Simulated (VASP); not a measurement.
Set up this calculation in VASP 6.6.1, as the native input.

```
Task                   : single point
Functional             : r2SCAN
Potentials or basis    : VASP PAW PBE potentials, release 64 (Sn_d, O)
Cutoff                 : 520 eV
k mesh                 : 10 × 10 × 10
Occupations            : gaussian, width 0.02 eV
Spin                   : no spin polarisation
Dipole correction      : no
Further INCAR settings : ALGO = Normal; EDIFF = 1e-06; NBANDS = 20
```

Crystal: SnO2.

```
CELL_PARAMETERS angstrom
0.00000 2.53368 2.53368
2.53368 0.00000 2.53368
2.53368 2.53368 0.00000
ATOMIC_POSITIONS crystal
Sn 0.00000 0.00000 0.00000
O 0.25000 0.25000 0.25000
O 0.75000 0.75000 0.75000
```

The input as run:

POSCAR

```
SnO2
1.0
    0.0000000000      2.5336843050      2.5336843050
    2.5336843050      0.0000000000      2.5336843050
    2.5336843050      2.5336843050      0.0000000000
Sn O
1 2
Direct
    0.0000000000      0.0000000000      0.0000000000
    0.2500000000      0.2500000000      0.2500000000
    0.7500000000      0.7500000000      0.7500000000
```

INCAR.step1

```
SYSTEM = SnO2
ALGO = Normal ; EDIFF = 1E-4
ENCUT = 520 ; GGA = PE
ISMEAR = 0 ; LASPH = .True.
LCHARG = .False. ; LREAL = .False.
LWAVE = .True. ; NBANDS = 20
NELM = 100 ; PREC = Accurate
SIGMA = 0.02
```

INCAR.step2

```
SYSTEM = SnO2
ALGO = Normal ; EDIFF = 1E-6
ENCUT = 520 ; ISIF = 2
ISMEAR = 0 ; ISTART = 1
LASPH = .True. ; LCHARG = .False.
LMIXTAU = .True. ; LREAL = .False.
LWAVE = .False. ; METAGGA = R2SCAN
NBANDS = 20 ; NELM = 100
PREC = Accurate ; SIGMA = 0.02
```

KPOINTS

```
k-points
0
Gamma
  10 10 10
  0 0 0
```

Potentials or basis: VASP PAW PBE potentials, release 64 (Sn_d, O).

Launch:

```sh
$ cat potpaw_PBE.64/Sn_d/POTCAR potpaw_PBE.64/O/POTCAR > POTCAR
$ cp INCAR.step1 INCAR
$ mpirun -np 1 vasp_std > vasp.out
$ cp INCAR.step2 INCAR
$ mpirun -np 1 vasp_std > vasp.out
```

Results of the run:

* Pressure: 1.3 GPa
* Band gap on the k mesh: 0.86 eV (least direct gap 2.29 eV)

Caveat: the PAW data sets were made with another functional, which shifts forces and pressure a little; spin-orbit coupling is left out, which moves the levels of the heavy elements.

Run time: 79 s on 1 thread of AMD EPYC 9R45 96-Core Processor (Zen 5), with other jobs on the host, peak memory 0.15 GiB.
